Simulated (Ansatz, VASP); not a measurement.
**SnO2: VASP beside Ansatz**

File POSCAR:

```
SnO2
1.0
   -1.9996377157      1.9996377157      5.1012500794
    1.9996377157     -1.9996377157      5.1012500794
    1.9996377157      1.9996377157     -5.1012500794
Sn O
2 4
Direct
    0.7500000000      0.2500000000      0.5000000000
    0.0000000000      0.0000000000      0.0000000000
    0.7963395990      0.7963395990      0.0000000000
    0.9536604010      0.4536604010      0.5000000000
    0.2036604010      0.2036604010      0.0000000000
    0.5463395990      0.0463395990      0.5000000000
```

INCAR.step1

```
SYSTEM = SnO2
ALGO = Normal
EDIFF = 1E-4
ENCUT = 520
GGA = PE
ISMEAR = 0
LASPH = .TRUE.
LCHARG = .FALSE.
LREAL = .FALSE.
LWAVE = .TRUE.
NBANDS = 35
NELM = 60
PREC = Accurate
SIGMA = 0.01
```

INCAR.step2

```
SYSTEM = SnO2
ALGO = Normal
EDIFF = 1E-6
ENCUT = 520
ISIF = 2
ISMEAR = 0
ISTART = 1
LASPH = .TRUE.
LCHARG = .FALSE.
LMIXTAU = .TRUE.
LREAL = .FALSE.
LWAVE = .FALSE.
METAGGA = R2SCAN
NBANDS = 35
NELM = 60
PREC = Accurate
SIGMA = 0.01
```

The input KPOINTS:

```
k-points
0
G
  10 10 10
  0 0 0
```

Input for Ansatz:

```yaml
crystal:
  lattice:
    - [-1.9996377157, 1.9996377157, 5.1012500794]
    - [1.9996377157, -1.9996377157, 5.1012500794]
    - [1.9996377157, 1.9996377157, -5.1012500794]
  atoms:
    - { symbol: Sn, position: [0.75, 0.25, 0.5] }
    - { symbol: Sn, position: [0.0, 0.0, 0.0] }
    - { symbol: O, position: [0.796339599, 0.796339599, 0.0] }
    - { symbol: O, position: [0.953660401, 0.453660401, 0.5] }
    - { symbol: O, position: [0.203660401, 0.203660401, 0.0] }
    - { symbol: O, position: [0.546339599, 0.046339599, 0.5] }
kpoints:
  mp_grid: { grid: [10, 10, 10] }
  band_path:
    path:
      - [0.0, 0.0, 0.0]
      - [0.0, 0.0, 0.5]
      - [0.25, 0.25, 0.25]
      - [0.0, 0.5, 0.0]
      - [0.5, 0.5, -0.5]
      - [0.28841399, 0.71158601, -0.28841399]
      - [-0.28841399, 0.28841399, 0.28841399]
      - [-0.0768279799, 0.0768279799, 0.5]
      - [0.5, 0.5, -0.0768279799]
      - [0.1875, 0.1875, 0.270833]
    npoints: 1
hamiltonian:
  xc: r2scan
scf:
  occupations: { method: fixed }
  n_extra_bands: 5
output:
  forces: true
  stress: true
  eigenvalues: true
```

Alike in both runs: task single point; functional r2SCAN; k mesh 10 × 10 × 10; no spin polarisation.

```csv
,VASP,Ansatz
version,VASP 6.6.1,Ansatz 0.2.0
potentials or method,"VASP PAW PBE potentials, release 64 (Sn_d, O)","plane waves, PAW"
plane-wave cutoff (eV),520,500
occupations,"gaussian, width 0.01 eV",fixed
valence electrons in the cell,52,52
```

VASP gave:

```
gap on the k mesh at the Fermi level (eV)                     : 2.36
pressure (GPa)                                                : 1.0
traceless stress, the component that is largest in VASP (GPa) : 0.29
rms of the force components (eV/Å)                            : 0.020
```

Problem. What did Ansatz give for the same quantities?

Solution. gap on the k mesh at the Fermi level (eV): 2.33; pressure (GPa): 0.0; traceless stress, the component that is largest in VASP (GPa): 0.01; rms of the force components (eV/Å): 0.000.

VASP's potentials were made for PBE, not for r2SCAN. Atom by atom the forces differ by 0.020 eV/Å (rms over components).
